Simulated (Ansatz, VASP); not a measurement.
## AgBr in VASP and in Ansatz

File INCAR:

```
SYSTEM = AgBr
PREC     = Accurate       ! precision mode
ENCUT    = 500            ! plane-wave cutoff, eV
EDIFF    = 1E-6           ! SCF threshold, eV
ISMEAR   = -1             ! smearing method
SIGMA    = 0.03           ! smearing width, eV
LREAL    = .False.        ! projectors in reciprocal space
LASPH    = .True.         ! aspherical terms in the spheres
NELM     = 120            ! most SCF steps
ALGO     = Normal         ! electronic algorithm
ISIF     = 2              ! what is computed and relaxed
LWAVE    = .False.        ! write WAVECAR
LCHARG   = .False.        ! write CHGCAR
GGA      = CA             ! functional
NBANDS   = 16             ! bands
GGA_COMPAT= .False.
```

Contents of KPOINTS:

```
regular mesh
0
Gamma
  7 7 7
  0 0 0
```

Contents of POSCAR:

```
AgBr
1.0
    0.0000000000      2.9051634709      2.9051634709
    2.9051634709      0.0000000000      2.9051634709
    2.9051634709      2.9051634709      0.0000000000
Ag Br
1 1
Direct
    0.5000000000      0.5000000000      0.5000000000
    0.0000000000      0.0000000000      0.0000000000
```

Input for Ansatz:

```yaml
crystal:
  lattice:
    - [0.0, 2.9051634709, 2.9051634709]
    - [2.9051634709, 0.0, 2.9051634709]
    - [2.9051634709, 2.9051634709, 0.0]
  atoms:
    - { symbol: Ag, position: [0.5, 0.5, 0.5] }
    - { symbol: Br, position: [0.0, 0.0, 0.0] }
kpoints:
  mp_grid: { grid: [7, 7, 7] }
scf:
  occupations: { method: fermi_dirac, width: 0.03 }
hamiltonian:
  xc: lda
  pseudopotentials: { kind: all_electron, lapw: { basis_error: 0.0005 } }
output:
  forces: true
  stress: true
  eigenvalues: true
```

Change from the starting cell: volume scaled by 1.02.

Alike in both runs: task single point; functional LDA; k mesh 7 × 7 × 7; occupations fermi-dirac, width 0.03 eV; no spin polarisation.

|  | VASP | Ansatz |
| --- | --- | --- |
| version | VASP 6.6.1 | Ansatz 0.2.0 |
| potentials or method | VASP PAW LDA potentials, release 64 (Ag, Br), cutoff 500 eV | all-electron LAPW, scalar-relativistic |

|  | VASP | Ansatz | Ansatz less VASP |
| --- | --- | --- | --- |
| pressure (GPa) | -5.4 | -5.5 | -0.06 |

LDA's correlation is that of Perdew and Zunger in VASP and of Perdew and Wang (1992) in Ansatz. Ansatz ran all-electron here, and VASP with PAW potentials.
